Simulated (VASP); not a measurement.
Runs of VASP 6.6.1 on Ni. The structure is that of space group Fm-3m (No. 225), or close to it. The cells are those of the table. 

| spin | cell | gap on the mesh (eV) | pressure (GPa) | moment (μB) |
| --- | --- | --- | --- | --- |
| collinear, ferromagnetic start | a = 2.486 Å, angles 60.0°, 1 atom | none | 0.4 | 0.63 |
| collinear, ferromagnetic start | a = 2.489 Å, angles 60.0°, 1 atom | none | -0.5 | 0.63 |
| off | a = 2.488 Å, angles 60.0°, 1 atom | none | (a) | - |
| collinear, ferromagnetic start | a = 2.488 Å, angles 60.0°, 1 atom | none | -0.1 | 0.63 |

Alike in all rows: task single point; level PBE; potentials or basis VASP PAW PBE potentials, release 64 (Ni); k mesh 20 × 20 × 20; cutoff (eV) 520; smearing gaussian 0.05 eV.

Task: Estimate the missing entries.

Result: (a) -1.3.

A gap of «none» marks levels without a gap at the run's occupations.
